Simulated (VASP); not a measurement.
# TiSi2 (Immm) in VASP: single point with r2SCAN

Aim: the single point of TiSi2 with r2SCAN.

All numbers are computed with VASP 6.6.1; they aren't measurements. Logs are shortened: lines on timing, memory, paths and dates and some standing lists are left out, and cuts for length are marked.

## 1. The cell of the first run

It takes space group Immm (No. 71, orthorhombic). Conventional cell: a = 2.946 Å, b = 3.424 Å, c = 8.424 Å, α = 90.00°, β = 90.00°, γ = 90.00°. Ti (site symmetry mmm) has 10 Si at 2.67 to 2.78 Å and 4 Ti at 2.95 to 3.42 Å within 3.5 Å. Within 3.5 Å of Si (site symmetry mm2) lie 9 Si at 2.63 to 3.42 Å and 5 Ti at 2.67 to 2.78 Å.

## 2. Single point, r2SCAN

POSCAR reads:

```
TiSi2
1.0
   -1.4728720000      1.7121300000      4.2120830000
    1.4728720000     -1.7121300000      4.2120830000
    1.4728720000      1.7121300000     -4.2120830000
Ti Si
1 2
Direct
    0.0000000000      0.0000000000      0.0000000000
    0.3299220000      0.3299220000      0.0000000000
    0.6700780000      0.6700780000      0.0000000000
```

INCAR.step1 reads:

```
SYSTEM = TiSi2
PREC = Accurate
ENCUT = 520
ISMEAR = 1
SIGMA = 0.1
LREAL = .False.
LASPH = .True.
NELM = 60
NBANDS = 17
GGA = PE
ALGO = Normal
EDIFF = 1E-4
LWAVE = .True.
LCHARG = .False.
```

INCAR.step2 reads:

```
SYSTEM = TiSi2
PREC = Accurate
ENCUT = 520
EDIFF = 1E-6
ISMEAR = 1
SIGMA = 0.1
LREAL = .False.
LASPH = .True.
NELM = 60
ALGO = Normal
ISIF = 2
LWAVE = .False.
LCHARG = .False.
METAGGA = R2SCAN
LMIXTAU = .True.
NBANDS = 17
ISTART = 1
```

KPOINTS reads:

```
Automatic mesh
0
Gamma
  12 12 12
  0 0 0
```

Potentials or basis: VASP PAW PBE potentials, release 64 (Ti_sv, Si).

Command:

```bash
$ cat potpaw_PBE.64/Ti_sv/POTCAR potpaw_PBE.64/Si/POTCAR > POTCAR
$ cp INCAR.step1 INCAR
$ mpirun -np 1 vasp_std > vasp.out
$ cp INCAR.step2 INCAR
$ mpirun -np 1 vasp_std > vasp.out
```

OUTCAR:

```text
SYSTEM = TiSi2
   PREC = Accurate
   ENCUT = 520
   EDIFF = 1E-6
   ISMEAR = 1
   LREAL = .False.
   LASPH = .True.
   NELM = 60
   ISIF = 2
   METAGGA = R2SCAN
   ISTART = 1

 ion  position               nearest neighbor table
   1  0.000  0.000  0.000-   3 2.67   3 2.67   3 2.67   2 2.67   3 2.67   2 2.67   2 2.67   2 2.67
                             2 2.78   3 2.78
   2  0.330  0.330  0.000-   3 2.63   3 2.63   3 2.63   3 2.63   1 2.67   1 2.67   1 2.67   1 2.67
                             1 2.78   3 2.87
   3  0.670  0.670  0.000-   2 2.63   2 2.63   2 2.63   2 2.63   1 2.67   1 2.67   1 2.67   1 2.67
                             1 2.78   2 2.87

  LATTYP: Found a body centered orthorhombic cell.
 ALAT       =     2.9457440000
 B/A-ratio  =     1.1624431723
 C/A-ratio  =     2.8597753233

  Lattice vectors:

 A1 = (  -1.4728720000,   1.7121300000,   4.2120830000)
 A2 = (   1.4728720000,  -1.7121300000,   4.2120830000)
 A3 = (   1.4728720000,   1.7121300000,  -4.2120830000)

Analysis of symmetry for initial positions (statically):
=====================================================================
 Subroutine PRICEL returns:
 Original cell was already a primitive cell.

 Routine SETGRP: Setting up the symmetry group for a
 body centered orthorhombic supercell.

 Subroutine GETGRP returns: Found  8 space group operations
 (whereof  8 operations were pure point group operations)
 out of a pool of  8 trial point group operations.

The static configuration has the point symmetry D_2h.

Analysis of symmetry for dynamics (positions and initial velocities):
=====================================================================
 Subroutine PRICEL returns:
 Original cell was already a primitive cell.

 Routine SETGRP: Setting up the symmetry group for a
 body centered orthorhombic supercell.

 Subroutine GETGRP returns: Found  8 space group operations
 (whereof  8 operations were pure point group operations)
 out of a pool of  8 trial point group operations.

The dynamic configuration has the point symmetry D_2h.

 Subroutine INISYM returns: Found  8 space group operations
 (whereof  8 operations are pure point group operations),
 and found     1 'primitive' translations

----------------------------------------------------------------------------------------

                                     Primitive cell

  volume of cell :      42.4873

  direct lattice vectors                    reciprocal lattice vectors
    -1.472872000  1.712130000  4.212083000     0.000000000  0.292033899  0.118706113
     1.472872000 -1.712130000  4.212083000     0.339472812  0.000000000  0.118706113
     1.472872000  1.712130000 -4.212083000     0.339472812  0.292033899  0.000000000

  length of vectors
     4.779370698  4.779370698  4.779370698     0.315237909  0.359628880  0.447800836

  position of ions in fractional coordinates (direct lattice)
     0.000000000  0.000000000  0.000000000
     0.329922000  0.329922000  0.000000000
     0.670078000  0.670078000  0.000000000

  ion indices of the primitive-cell ions
   primitive index   ion index
                 1           1
                 2           2
                 3           3

----------------------------------------------------------------------------------------

 KPOINTS: Automatic mesh

Automatic generation of k-mesh.
 Grid dimensions read from file:
 generate k-points for:   12   12   12

 Generating k-lattice:

  Cartesian coordinates                     Fractional coordinates (reciprocal lattice)
     0.000000000  0.024336158  0.009892176     0.083333333  0.000000000 -0.000000000
     0.028289401  0.000000000  0.009892176     0.000000000  0.083333333  0.000000000
     0.028289401  0.024336158  0.000000000    -0.000000000  0.000000000  0.083333333

  Length of vectors
     0.026269826  0.029969073  0.037316736

  Shift w.r.t. Gamma in fractional coordinates (k-lattice)
     0.000000000  0.000000000  0.000000000

 Subroutine IBZKPT returns following result:
 ===========================================

 Found    280 irreducible k-points:

 Following reciprocal coordinates:
            Coordinates               Weight
  0.000000  0.000000  0.000000      1.000000
  0.083333  0.000000 -0.000000      4.000000
  0.166667 -0.000000  0.000000      4.000000
  0.250000  0.000000 -0.000000      4.000000
  0.333333  0.000000  0.000000      4.000000
  0.416667 -0.000000  0.000000      4.000000
[... 16 lines left out ...]
  0.250000  0.166667 -0.000000      8.000000
  0.333333  0.166667  0.000000      8.000000
 [... further k-points ...]
   k-points           NKPTS =    280   k-points in BZ     NKDIM =    280   number of bands    NBANDS=     17
   number of dos      NEDOS =    301   number of ions     NIONS =      3
   total plane-waves  NPLWV =  46656
   dimension x,y,z NGX =    36 NGY =   36 NGZ =   36
   dimension x,y,z NGXF=    72 NGYF=   72 NGZF=   72
   ions per type =               1   2
   NGX,Y,Z   is equivalent  to a cutoff of  12.52, 12.52, 12.52 a.u.
   NGXF,Y,Z  is equivalent  to a cutoff of  25.04, 25.04, 25.04 a.u.
 SYSTEM =  TiSi2
   PREC   = accura    normal or accurate (medium, high low for compatibility)
   ISTART =      1    job   : 0-new  1-cont  2-samecut
   ICHARG =      0    charge: 1-file 2-atom 10-const
   ISPIN  =      1    spin polarized calculation?
   LNONCOLLINEAR =      F non collinear calculations
   LSORBIT =      F    spin-orbit coupling
   LASPH  =      T    aspherical Exc in radial PAW
   ENCUT  =  520.0 eV  38.22 Ry    6.18 a.u.   8.89  8.89  8.89*2*pi/ulx,y,z
   NELM   =     60;   NELMIN=  2; NELMDL=  0     # of ELM steps
   EDIFF  = 0.1E-05   stopping-criterion for ELM
   LREAL  =      F    real-space projection
   EDIFFG = 0.1E-04   stopping-criterion for IOM
   NSW    =      0    number of steps for IOM
   IBRION =     -1    ionic relax: 0-MD 1-quasi-New 2-CG
   NFREE  =      0    steps in history (QN), initial steepest desc. (CG)
   ISIF   =      2    stress and relaxation
   ISYM   =      2    0-nonsym 1-usesym 2-fastsym
   POTIM  = 0.5000    time-step for ionic-motion
   TEBEG  =    0.0;   TEEND  =   0.0 temperature during run
   PSTRESS=    0.0 pullay stress
   NELECT =      20.0000    total number of electrons
   NUPDOWN=      -1.0000    fix difference up-down
   EMIN   =  10.00;   EMAX   =-10.00  energy-range for DOS
   EFERMI =   0.00;   METHOD = LEGACY
   ISMEAR =     1;   SIGMA  =   0.10  broadening in eV -4-tet -1-fermi 0-gaus
   EFERMI_NEDOS =   21; number of points for ismear=-14 and -15
   IALGO  =     38    algorithm
   IMIX   =      4    mixing-type and parameters
     AMIX     =   0.40;   BMIX     =  1.00
     AMIX_MAG =   1.60;   BMIX_MAG =  1.00
  volume/ion in A,a.u.               =      14.16        95.57
  Fermi-wavevector in a.u.,A,eV,Ry     =   1.273499  2.406564 22.065925  1.621800
  Thomas-Fermi vector in A             =   2.406319
   LORBIT       =      0    0 simple, 1 ext, 2 COOP (PROOUT), +10 PAW based schemes
   METAGGA = R2SCAN    functional components
   LHFCALC =     F    Hartree Fock is set to
   AEXX    =    0.0000 exact exchange contribution
   IVDW    =     0    specifies the selected vdW correction
   LEPSILON=     F    determine dielectric tensor
   LRPA    =     F    only Hartree local field effects (RPA)
 non-spin polarized calculation
 Methfessel and Paxton  Order N= 1 SIGMA  =   0.10
  energy-cutoff  :      520.00
  volume of cell :       42.49
 maximum number of plane-waves:      1174
   NGX = 17   NGY = 17   NGZ = 17

 number of electron      19.9999998 magnetization

 Free energy of the ion-electron system (eV)
  ---------------------------------------------------
  ext. energy  EPLUGINS =         0.00000000
  ---------------------------------------------------
  free energy    TOTEN  =       -31.52202047 eV

  energy without entropy =      -31.52158977  energy(sigma->0) =      -31.52187690

 E-fermi :  10.0479     XC(G=0): -12.5397

 val. band max:       10.0454654596   @ k =  -0.3333  -0.3333   0.0833
 cond. band min:      10.0502235035   @ k =   0.5000   0.5000   0.3333
 fundamental gap:      0.0047580439
 Fermi energy:        10.0479138383

 k-point     1 :       0.0000    0.0000    0.0000
  band No.  band energies     occupation
      1     -48.5983      2.00000
      2     -23.8865      2.00000
      3     -23.8600      2.00000
      4     -23.6029      2.00000
      5      -3.3102      2.00000
      6       4.9262      2.00000
[... 9 lines left out ...]
     16      15.8378      0.00000
     17      16.1438      0.00000

 k-point     2 :       0.0833    0.0000   -0.0000
  band No.  band energies     occupation
      1     -48.5978      2.00000
      2     -23.8859      2.00000
      3     -23.8668      2.00000
      4     -23.6025      2.00000
      5      -3.2029      2.00000
      6       4.6599      2.00000
[... 9 lines left out ...]
     16      15.7417      0.00000
     17      16.2801      0.00000

 k-point     3 :       0.1667   -0.0000    0.0000
  band No.  band energies     occupation
      1     -48.5966      2.00000
      2     -23.8858      2.00000
      3     -23.8842      2.00000
      4     -23.6012      2.00000
      5      -2.8844      2.00000
      6       4.1461      2.00000
[... 9 lines left out ...]
     16      16.1639      0.00000
     17      16.6625      0.00000

 k-point     4 :       0.2500    0.0000   -0.0000
  band No.  band energies     occupation
      1     -48.5949      2.00000
      2     -23.9109      2.00000
      3     -23.8825      2.00000
      4     -23.5994      2.00000
      5      -2.3655      2.00000
      6       3.3966      2.00000
[... 9 lines left out ...]
     16      17.1320      0.00000
     17      18.0546      0.00000
[... 343 lines left out ...]
      1     -48.5868      2.00000
      2     -23.8759      2.00000
      3     -23.8739      2.00000
      4     -23.6923      2.00000
      5      -2.2386      2.00000
      6       3.6576      2.00000
[... 9 lines left out ...]
     16      15.9260      0.00000
     17      16.8719      0.00000

 k-point    23 :       0.2500    0.1667   -0.0000
  band No.  band energies     occupation
      1     -48.5851      2.00000
      2     -23.8993      2.00000
      3     -23.8731      2.00000
      4     -23.6899      2.00000
      5      -1.6951      2.00000
      6       3.1889      2.00000
[... 9 lines left out ...]
     16      16.0186      0.00000
     17      18.1767      0.00000

 k-point    24 :       0.3333    0.1667    0.0000
  band No.  band energies     occupation
      1     -48.5835      2.00000
      2     -23.9236      2.00000
      3     -23.8707      2.00000
      4     -23.6875      2.00000
      5      -0.9844      2.00000
      6       2.4595      2.00000
[... 9 lines left out ...]
     16      15.5882      0.00000
     17      18.1940      0.00000

 [... further k-points ...]

------------------------ aborting loop because EDIFF is reached ----------------------------------------

  FORCE on cell =-STRESS in cart. coord.  units (eV):
  Direction    XX          YY          ZZ          XY          YZ          ZX
  --------------------------------------------------------------------------------------
  -------------------------------------------------------------------------------------
  Total       -0.4220146     -0.4739498     -0.7812071     -0.0000000      0.0000000      0.0000000
  in kB      -15.9140032    -17.8724581    -29.4590079     -0.0000000      0.0000000      0.0000000
  external PRESSURE =     -21.0818231 kB  Pullay stress =       0.0000000 kB

 VOLUME and BASIS-vectors are now :
 -----------------------------------------------------------------------------
  energy-cutoff  :      520.00
  volume of cell :       42.49
      direct lattice vectors                 reciprocal lattice vectors
    -1.472872000  1.712130000  4.212083000     0.000000000  0.292033899  0.118706113
     1.472872000 -1.712130000  4.212083000     0.339472812  0.000000000  0.118706113
     1.472872000  1.712130000 -4.212083000     0.339472812  0.292033899  0.000000000

 POSITION                                       TOTAL-FORCE (eV/Angst)
 -----------------------------------------------------------------------------------
      0.00000      0.00000      0.00000        -0.000000     -0.000000      0.000000
      0.00000      0.00000      2.77932        -0.000000      0.000000     -0.052948
      0.00000      0.00000      5.64485         0.000000     -0.000000      0.052948
 -----------------------------------------------------------------------------------
    total drift:                               -0.000000      0.000000     -0.000000

  FREE ENERGIE OF THE ION-ELECTRON SYSTEM (eV)
  ---------------------------------------------------
  free  energy   TOTEN  =       -31.5220204692 eV

  energy  without entropy=      -31.5215897686  energy(sigma->0) =      -31.52187690
```

It took 20 min on 1 thread of Intel Xeon 8259CL, shared host; peak memory 0.36 GiB.

Results:

| Item | Value |
| --- | --- |
| Free energy | -31.5220 eV |
| Pressure | -2.1 GPa |
| Largest force | 0.053 eV/Å |
| Band gap on the k mesh | zero (bands 10 and 11 overlap by 2.56 eV) |

Forces in eV/Å, atoms in the order of the input:
```
Ti   0.000  0.000  0.000
Si   0.000  0.000 -0.053
Si   0.000  0.000  0.053
```

Caveat: the PAW data sets were made with another functional, which shifts forces and pressure a little.
